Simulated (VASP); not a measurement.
# Ge (Fd-3m) in VASP: further runs

The runs below take Ge through single point, with BLYP+D4, pbesol exchange, pbe correlation, pbe exchange, lda correlation, PBE-based screened hybrid with 25 % exact exchange, r2SCANh.

Program: VASP 6.6.1. These are calculated values, not measurements. Logs are shortened: lines on timing, memory, paths and dates and some standing lists are left out, and cuts for length are marked.

## Step 1: The cell of the first run

The structure is cubic, space group Fd-3m (No. 227). The conventional cell has a = 5.658 Å, b = 5.658 Å, c = 5.658 Å, α = 90.00°, β = 90.00°, γ = 90.00°. Ge (site symmetry -43m) has 4 Ge at 2.45 Å within 3.2 Å.

## Step 2: Single point, BLYP+D4

Contents of INCAR:

```
PREC     = Accurate       # precision mode
ENCUT    = 520            # plane-wave cutoff, eV
EDIFF    = 1E-6           # SCF threshold, eV
ISMEAR   = -1             # smearing method
SIGMA    = 0.05           # smearing width, eV
LREAL    = F              # projectors in reciprocal space
LASPH    = T              # aspherical terms in the spheres
NELM     = 100            # most SCF steps
ALGO     = Normal         # electronic algorithm
ISIF     = 2              # what is computed and relaxed
LWAVE    = F              # write WAVECAR
LCHARG   = T              # write CHGCAR
GGA      = B5             # functional
ALDAX    = 1.0          
AGGAX    = 1.0          
AGGAC    = 1.0          
ALDAC    = 0.0          
IVDW     = 13             # dispersion correction
VDW_S6   = 1.0          
VDW_S8   = 2.34076671   
VDW_A1   = 0.44488865   
VDW_A2   = 4.0933009    
LELF     = T              # ELF
LVHAR    = T            
NBANDS   = 21             # bands
```

Contents of KPOINTS:

```
Automatic mesh
0
Gamma
  8 8 8
```

Contents of POSCAR:

```
Ge
1.0
    0.0000000000      2.8289100000      2.8289100000
    2.8289100000      0.0000000000      2.8289100000
    2.8289100000      2.8289100000      0.0000000000
Ge
2
Direct
    0.7500000000      0.7500000000      0.7500000000
    0.5000000000      0.5000000000      0.5000000000
```

Potentials or basis: VASP PAW PBE potentials, release 64 (Ge_d).

Launch:

```console
> cat potpaw_PBE.64/Ge_d/POTCAR > POTCAR
> mpirun -np 1 vasp_std > vasp.out
```

OUTCAR:

```text
PREC = Accurate
   ENCUT = 520
   EDIFF = 1E-6
   ISMEAR = -1
   LREAL = F
   LASPH = T
   NELM = 100
   ISIF = 2
   GGA = B5
   IVDW = 13

 ion  position               nearest neighbor table
   1  0.750  0.750  0.750-   2 2.45   2 2.45   2 2.45   2 2.45
   2  0.500  0.500  0.500-   1 2.45   1 2.45   1 2.45   1 2.45

  LATTYP: Found a face centered cubic cell.
 ALAT       =     5.6578200000

  Lattice vectors:

 A1 = (   0.0000000000,   2.8289100000,   2.8289100000)
 A2 = (   2.8289100000,   0.0000000000,   2.8289100000)
 A3 = (   2.8289100000,   2.8289100000,   0.0000000000)

Analysis of symmetry for initial positions (statically):
=====================================================================
 Subroutine PRICEL returns:
 Original cell was already a primitive cell.

 Routine SETGRP: Setting up the symmetry group for a
 face centered cubic supercell.

 Subroutine GETGRP returns: Found 48 space group operations
 (whereof 24 operations were pure point group operations)
 out of a pool of 48 trial point group operations.

The static configuration has the point symmetry T_d .
 The point group associated with its full space group is O_h .

Analysis of symmetry for dynamics (positions and initial velocities):
=====================================================================
 Subroutine PRICEL returns:
 Original cell was already a primitive cell.

 Routine SETGRP: Setting up the symmetry group for a
 face centered cubic supercell.

 Subroutine GETGRP returns: Found 48 space group operations
 (whereof 24 operations were pure point group operations)
 out of a pool of 48 trial point group operations.

The dynamic configuration has the point symmetry T_d .
 The point group associated with its full space group is O_h .

 Subroutine INISYM returns: Found 48 space group operations
 (whereof 24 operations are pure point group operations),
 and found     1 'primitive' translations

----------------------------------------------------------------------------------------

                                     Primitive cell

  volume of cell :      45.2780

  direct lattice vectors                    reciprocal lattice vectors
     0.000000000  2.828910000  2.828910000    -0.176746521  0.176746521  0.176746521
     2.828910000  0.000000000  2.828910000     0.176746521 -0.176746521  0.176746521
     2.828910000  2.828910000  0.000000000     0.176746521  0.176746521 -0.176746521

  length of vectors
     4.000682889  4.000682889  4.000682889     0.306133954  0.306133954  0.306133954

  position of ions in fractional coordinates (direct lattice)
     0.750000000  0.750000000  0.750000000
     0.500000000  0.500000000  0.500000000

  ion indices of the primitive-cell ions
   primitive index   ion index
                 1           1
                 2           2

----------------------------------------------------------------------------------------

 KPOINTS: Automatic mesh

Automatic generation of k-mesh.
 Grid dimensions read from file:
 generate k-points for:    8    8    8

 Generating k-lattice:

  Cartesian coordinates                     Fractional coordinates (reciprocal lattice)
    -0.022093315  0.022093315  0.022093315     0.125000000  0.000000000  0.000000000
     0.022093315 -0.022093315  0.022093315     0.000000000  0.125000000  0.000000000
     0.022093315  0.022093315 -0.022093315     0.000000000  0.000000000  0.125000000

  Length of vectors
     0.038266744  0.038266744  0.038266744

  Shift w.r.t. Gamma in fractional coordinates (k-lattice)
     0.000000000  0.000000000  0.000000000

 Subroutine IBZKPT returns following result:
 ===========================================

 Found     29 irreducible k-points:

 Following reciprocal coordinates:
            Coordinates               Weight
  0.000000  0.000000  0.000000      1.000000
  0.125000  0.000000  0.000000      8.000000
  0.250000  0.000000  0.000000      8.000000
  0.375000  0.000000  0.000000      8.000000
  0.500000  0.000000  0.000000      4.000000
  0.125000  0.125000  0.000000      6.000000
[... 16 lines left out ...]
  0.500000  0.250000  0.125000     48.000000
 -0.375000  0.250000  0.125000     24.000000
 [... further k-points ...]
   k-points           NKPTS =     29   k-points in BZ     NKDIM =     29   number of bands    NBANDS=     21
   number of dos      NEDOS =    301   number of ions     NIONS =      2
   total plane-waves  NPLWV =  27000
   dimension x,y,z NGX =    30 NGY =   30 NGZ =   30
   dimension x,y,z NGXF=    60 NGYF=   60 NGZF=   60
   ions per type =               2
   NGX,Y,Z   is equivalent  to a cutoff of  12.47, 12.47, 12.47 a.u.
   NGXF,Y,Z  is equivalent  to a cutoff of  24.93, 24.93, 24.93 a.u.
 SYSTEM =  unknown system
   PREC   = accura    normal or accurate (medium, high low for compatibility)
   ISTART =      0    job   : 0-new  1-cont  2-samecut
   ICHARG =      2    charge: 1-file 2-atom 10-const
   ISPIN  =      1    spin polarized calculation?
   LNONCOLLINEAR =      F non collinear calculations
   LSORBIT =      F    spin-orbit coupling
   LASPH  =      T    aspherical Exc in radial PAW
   ENCUT  =  520.0 eV  38.22 Ry    6.18 a.u.   7.44  7.44  7.44*2*pi/ulx,y,z
   NELM   =    100;   NELMIN=  2; NELMDL= -5     # of ELM steps
   EDIFF  = 0.1E-05   stopping-criterion for ELM
   LREAL  =      F    real-space projection
   EDIFFG = 0.1E-04   stopping-criterion for IOM
   NSW    =      0    number of steps for IOM
   IBRION =     -1    ionic relax: 0-MD 1-quasi-New 2-CG
   NFREE  =      0    steps in history (QN), initial steepest desc. (CG)
   ISIF   =      2    stress and relaxation
   ISYM   =      2    0-nonsym 1-usesym 2-fastsym
   POTIM  = 0.5000    time-step for ionic-motion
   TEBEG  =    0.0;   TEEND  =   0.0 temperature during run
   PSTRESS=    0.0 pullay stress
   NELECT =      28.0000    total number of electrons
   NUPDOWN=      -1.0000    fix difference up-down
   EMIN   =  10.00;   EMAX   =-10.00  energy-range for DOS
   EFERMI =   0.00;   METHOD = LEGACY
   ISMEAR =    -1;   SIGMA  =   0.05  broadening in eV -4-tet -1-fermi 0-gaus
   EFERMI_NEDOS =   21; number of points for ismear=-14 and -15
   IALGO  =     38    algorithm
   IMIX   =      4    mixing-type and parameters
     AMIX     =   0.40;   BMIX     =  1.00
     AMIX_MAG =   1.60;   BMIX_MAG =  1.00
  volume/ion in A,a.u.               =      22.64       152.78
  Fermi-wavevector in a.u.,A,eV,Ry     =   1.394756  2.635708 26.468033  1.945346
  Thomas-Fermi vector in A             =   2.518275
   LORBIT       =      0    0 simple, 1 ext, 2 COOP (PROOUT), +10 PAW based schemes
   GGA     = B5    functional components
   LHFCALC =     F    Hartree Fock is set to
   AEXX    =    0.0000 exact exchange contribution
   IVDW    =    13    specifies the selected vdW correction
   LEPSILON=     F    determine dielectric tensor
   LRPA    =     F    only Hartree local field effects (RPA)
 non-spin polarized calculation
  energy-cutoff  :      520.00
  volume of cell :       45.28
 maximum number of plane-waves:      1243
 NGX is ok and might be reduce to    30
   NGX = 15   NGY = 15   NGZ = 15

 number of electron      28.0000022 magnetization

 Free energy of the ion-electron system (eV)
  ---------------------------------------------------
  ext. energy  EPLUGINS =         0.00000000
  ---------------------------------------------------
  free energy    TOTEN  =        -7.55349913 eV

  energy without entropy =       -7.55284976  energy(sigma->0) =       -7.55317445

 E-fermi :   5.4383     XC(G=0):  -9.3528

 val. band max:        5.4188085220   @ k =   0.0000   0.0000   0.0000
 cond. band min:       5.5824052407   @ k =   0.5000   0.0000   0.0000
 fundamental gap:      0.1635967187
 Fermi energy:         5.4382851296

 k-point     1 :       0.0000    0.0000    0.0000
  band No.  band energies     occupation
      1     -19.3816      2.00000
      2     -19.3816      2.00000
      3     -19.3816      2.00000
      4     -19.3436      2.00000
      5     -19.3436      2.00000
      6     -19.1320      2.00000
[... 13 lines left out ...]
     20      15.0707      0.00000
     21      15.0707      0.00000

 k-point     2 :       0.1250    0.0000    0.0000
  band No.  band energies     occupation
      1     -19.3896      2.00000
      2     -19.3896      2.00000
      3     -19.3790      2.00000
      4     -19.3323      2.00000
      5     -19.3323      2.00000
      6     -19.1436      2.00000
[... 13 lines left out ...]
     20      14.1978      0.00000
     21      14.1978      0.00000

 k-point     3 :       0.2500    0.0000    0.0000
  band No.  band energies     occupation
      1     -19.3998      2.00000
      2     -19.3998      2.00000
      3     -19.3729      2.00000
      4     -19.3149      2.00000
      5     -19.3149      2.00000
      6     -19.1572      2.00000
[... 13 lines left out ...]
     20      13.9447      0.00000
     21      13.9447      0.00000

 k-point     4 :       0.3750    0.0000    0.0000
  band No.  band energies     occupation
      1     -19.4050      2.00000
      2     -19.4050      2.00000
      3     -19.3665      2.00000
      4     -19.3043      2.00000
      5     -19.3043      2.00000
      6     -19.1642      2.00000
[... 13 lines left out ...]
     20      15.0827      0.00000
     21      15.0827      0.00000

 k-point     5 :       0.5000    0.0000    0.0000
  band No.  band energies     occupation
      1     -19.4063      2.00000
      2     -19.4063      2.00000
      3     -19.3638      2.00000
      4     -19.3014      2.00000
      5     -19.3014      2.00000
      6     -19.1658      2.00000
[... 13 lines left out ...]
     20      16.4149      0.00000
     21      16.7577      0.00000
[... 382 lines left out ...]
     20      17.0556      0.00000
     21      18.4242      0.00000

 k-point    22 :       0.3750    0.2500    0.1250
  band No.  band energies     occupation
      1     -19.4103      2.00000
      2     -19.4080      2.00000
      3     -19.3645      2.00000
      4     -19.3071      2.00000
      5     -19.2786      2.00000
      6     -19.2089      2.00000
[... 13 lines left out ...]
     20      15.7254      0.00000
     21      15.9509      0.00000

 k-point    23 :       0.5000    0.2500    0.1250
  band No.  band energies     occupation
      1     -19.4224      2.00000
      2     -19.4144      2.00000
      3     -19.3425      2.00000
      4     -19.2920      2.00000
      5     -19.2658      2.00000
      6     -19.2176      2.00000
[... 13 lines left out ...]
     20      15.2350      0.00000
     21      17.1494      0.00000

 k-point    24 :      -0.3750    0.2500    0.1250
  band No.  band energies     occupation
      1     -19.4277      2.00000
      2     -19.4158      2.00000
      3     -19.3326      2.00000
      4     -19.2810      2.00000
      5     -19.2672      2.00000
      6     -19.2125      2.00000
[... 13 lines left out ...]
     20      16.6325      0.00000
     21      17.0110      0.00000

 [... further k-points ...]

------------------------ aborting loop because EDIFF is reached ----------------------------------------

  DFT-D4 for vdW energy calculation

  Edisp (eV):   -1.24068

  FORCE on cell =-STRESS in cart. coord.  units (eV):
  Direction    XX          YY          ZZ          XY          YZ          ZX
  --------------------------------------------------------------------------------------
  -------------------------------------------------------------------------------------
  Total       0.83882     0.83882     0.83882     0.00000     0.00000     0.00000
  in kB      29.68208    29.68208    29.68208     0.00000     0.00000     0.00000
  external pressure =       29.68 kB  Pullay stress =        0.00 kB

 VOLUME and BASIS-vectors are now :
 -----------------------------------------------------------------------------
  energy-cutoff  :      520.00
  volume of cell :       45.28
      direct lattice vectors                 reciprocal lattice vectors
     0.000000000  2.828910000  2.828910000    -0.176746521  0.176746521  0.176746521
     2.828910000  0.000000000  2.828910000     0.176746521 -0.176746521  0.176746521
     2.828910000  2.828910000  0.000000000     0.176746521  0.176746521 -0.176746521

 POSITION                                       TOTAL-FORCE (eV/Angst)
 -----------------------------------------------------------------------------------
      4.24336      4.24336      4.24336        -0.000000     -0.000000     -0.000000
      2.82891      2.82891      2.82891         0.000000      0.000000      0.000000
 -----------------------------------------------------------------------------------
    total drift:                                0.000000     -0.000000      0.000000

  FREE ENERGIE OF THE ION-ELECTRON SYSTEM (eV)
  ---------------------------------------------------
  free  energy   TOTEN  =        -8.7941766368 eV

  energy  without entropy=       -8.7935272666  energy(sigma->0) =       -8.79385195
```

Wall time 26 s (1 thread of AMD EPYC 9R45 (Zen 5), shared host); peak memory 0.14 GiB.

Results:

* Free energy: -8.7942 eV
* Pressure: 3.0 GPa
* Band gap on the k mesh: zero (filled and empty bands touch)
* Dispersion energy per atom: -0.620 eV

Levels at points of the mesh, in eV from the Fermi level:
```tsv
k point	band 11	band 12	band 13	band 14	band 15	band 16	band 17	band 18
(0.00, 0.00, 0.00)	-12.80	-0.20	-0.02	-0.02	-0.02	2.56	2.56	2.56
(0.50, 0.00, 0.00)	-10.74	-7.61	-1.42	-1.42	0.14	3.80	3.80	7.37
(0.50, 0.50, 0.00)	-8.95	-8.95	-3.06	-3.06	0.87	0.87	9.39	9.39
```

Caveat: semilocal functionals underestimate gaps, so a narrow gap can read as zero; the PAW data sets were made with another functional, which shifts forces and pressure a little.

## Step 3: Single point, pbesol exchange, pbe correlation, collinear spin

This run uses another cell than the first one, of 24.45 Å³/atom.

Contents of INCAR:

```
SYSTEM = Ge
PREC = Accurate ; ENCUT = 500
EDIFF = 1E-6 ; ISMEAR = -1
SIGMA = 0.01 ; LREAL = .False.
LASPH = .True. ; NELM = 200
ALGO = Normal ; ISIF = 2
LWAVE = .False. ; LCHARG = .True.
ISPIN = 2 ; MAGMOM = 0.5 -0.25
LORBIT = 11 ; GGA = LIBXC
LIBXC1 = GGA_X_PBE_SOL ; LIBXC2 = GGA_C_PBE
LELF = .True. ; LVHAR = .True.
NBANDS = 25 ; GGA_COMPAT = .False.
```

Contents of KPOINTS:

```
regular mesh
0
Gamma
  8 8 8
  0 0 0
```

Contents of POSCAR:

```
Ge
1.0
    4.1046429060      0.0000000000      0.0000000000
    2.0523214530      3.5547250301      0.0000000000
    2.0523214530      1.1849083434      3.3514268987
Ge
2
Direct
    0.7500000000      0.7500000000      0.7500000000
    0.5000000000      0.5000000000      0.5000000000
```

Potentials or basis: VASP PAW PBE potentials, release 64 (Ge_d).

Launch:

```console
> cat potpaw_PBE.64/Ge_d/POTCAR > POTCAR
> mpirun -np 1 vasp_std > vasp.out
```

It took 84 s on 1 thread of AMD EPYC 7R43 (Zen 3), shared host; peak memory 0.17 GiB.

The run converged. Its results:

| Item | Value |
| --- | --- |
| Free energy | -9.9620 eV |
| Pressure | -4.6 GPa |
| Band gap on the k mesh | zero (filled and empty bands overlap) |
| Net moment | 0.00 μB per cell |
| Valence electrons inside the program's atomic spheres | Ge 12.33 |

Levels at points of the mesh, in eV from the Fermi level:
Spin up:
```csv
k point,band 11,band 12,band 13,band 14,band 15,band 16,band 17,band 18
"(0.00, 0.00, 0.00)",-12.14,-0.52,0.08,0.08,0.08,2.57,2.57,2.57
"(0.50, 0.00, 0.00)",-10.21,-7.21,-1.21,-1.21,0.00,3.73,3.73,6.94
"(0.50, 0.50, 0.00)",-8.52,-8.52,-2.76,-2.76,0.81,0.81,8.98,8.98
```
Spin down:
| k point | band 10 | band 11 | band 12 | band 13 | band 14 | band 15 | band 16 | band 17 | band 18 | band 19 |
| --- | --- | --- | --- | --- | --- | --- | --- | --- | --- | --- |
| (0.00, 0.00, 0.00) | -24.35 | -12.14 | -0.52 | 0.08 | 0.08 | 0.08 | 2.57 | 2.57 | 2.57 | 6.05 |
| (0.50, 0.00, 0.00) | -24.32 | -10.21 | -7.21 | -1.21 | -1.21 | 0.00 | 3.73 | 3.73 | 6.94 | 10.00 |
| (0.50, 0.50, 0.00) | -24.31 | -8.52 | -8.52 | -2.76 | -2.76 | 0.81 | 0.81 | 8.98 | 8.98 | 10.85 |

Caveat: the cell stands under tension; semilocal functionals underestimate gaps, so a narrow gap can read as zero; the PAW data sets were made with another functional, which shifts forces and pressure a little.

## Step 4: Single point, pbe exchange, lda correlation

Contents of INCAR:

```
PREC = Accurate
ENCUT = 500
EDIFF = 1E-6
ISMEAR = -1
SIGMA = 0.025
LREAL = F
LASPH = T
NELM = 120
ALGO = Normal
ISIF = 2
LWAVE = F
LCHARG = F
GGA = LIBXC
LIBXC1 = GGA_X_PBE
LIBXC2 = LDA_C_PW
NBANDS = 21
GGA_COMPAT = F
```

Contents of KPOINTS:

```
regular mesh
0
Gamma
  8 8 8
```

Contents of POSCAR:

```
Ge
1.0
    0.0000000000      2.8289100000      2.8289100000
    2.8289100000      0.0000000000      2.8289100000
    2.8289100000      2.8289100000      0.0000000000
Ge
2
Direct
    0.2500000000      0.2500000000      0.2500000000
    1.0000000000      1.0000000000      1.0000000000
```

Launch:

```console
> cat potpaw_PBE.64/Ge_d/POTCAR > POTCAR
> mpirun -np 1 vasp_std > vasp.out
```

Run time: 17 s. Hardware: 1 thread of Intel Xeon Platinum 8488C (Sapphire Rapids), shared host; peak memory 0.16 GiB.

It converged, with:

- Free energy: -7.1348 eV
- Pressure: 9.3 GPa
- Band gap on the k mesh: zero (filled and empty bands touch)

Levels at points of the mesh, in eV from the Fermi level:
```tsv
k point	band 12	band 13	band 14	band 15	band 16	band 17
(0.00, 0.00, 0.00)	-0.18	-0.02	-0.02	-0.02	2.60	2.60
(0.50, 0.00, 0.00)	-7.57	-1.41	-1.41	0.21	3.86	3.86
(0.50, 0.50, 0.00)	-8.94	-3.03	-3.03	0.99	0.99	9.42
```

Caveat: the cell stands under pressure; semilocal functionals underestimate gaps, so a narrow gap can read as zero; the PAW data sets were made with another functional, which shifts forces and pressure a little.

## Step 5: Single point, PBE-based screened hybrid with 25 % exact exchange

POSCAR is that of step 4.

Contents of INCAR.step1:

```
SYSTEM = Ge
PREC = Accurate
ENCUT = 410
EDIFF = 1E-5
ISMEAR = 0
SIGMA = 0.05
LREAL = .False.
LASPH = .True.
NELM = 120
ALGO = Normal
ISIF = 2
LWAVE = .True.
LCHARG = .False.
NBANDS = 21
GGA = PE
GGA_COMPAT = .False.
```

Contents of INCAR.step2:

```
SYSTEM = Ge
PREC = Accurate
ENCUT = 410
EDIFF = 1E-6
ISMEAR = 0
SIGMA = 0.05
LREAL = .False.
LASPH = .True.
NELM = 120
ALGO = Normal
ISIF = 2
LWAVE = .False.
LCHARG = .False.
GGA = PE
LHFCALC = .True.
AEXX = 0.25
HFSCREEN = 0.3
PRECFOCK = Normal
NBANDS = 21
ISTART = 1
GGA_COMPAT = .False.
```

Contents of KPOINTS:

```
Automatic mesh
0
Gamma
  4 4 4
  0 0 0
```

Launch:

```console
> cat potpaw_PBE.64/Ge_d/POTCAR > POTCAR
> cp INCAR.step1 INCAR
> mpirun -np 1 vasp_std > vasp.out
> cp INCAR.step2 INCAR
> mpirun -np 1 vasp_std > vasp.out
```

Wall time 8.7 min (1 thread of Intel Xeon 6975P-C (Granite Rapids), shared host); peak memory 0.25 GiB.

Results (log left out):

```yaml
Free_energy: -10.1111 eV
Pressure: 1.2 GPa
Band_gap_on_the_k_mesh: 0.72 eV (least direct gap 0.79 eV)
```

Levels at points of the mesh, in eV from the valence-band top:
| k point | band 12 | band 13 | band 14 | band 15 | band 16 | band 17 |
| --- | --- | --- | --- | --- | --- | --- |
| (0.00, 0.00, 0.00) | 0.00 | 0.00 | 0.00 | 0.79 | 3.08 | 3.08 |
| (0.50, 0.00, 0.00) | -8.16 | -1.50 | -1.50 | 0.72 | 4.30 | 4.30 |
| (0.50, 0.50, 0.00) | -9.57 | -3.29 | -3.29 | 1.16 | 1.16 | 10.59 |

Caveat: the k points lie up to 0.48 Å⁻¹ apart; the PAW data sets were made with another functional, which shifts forces and pressure a little.

(Continued in part 2 of 2.)
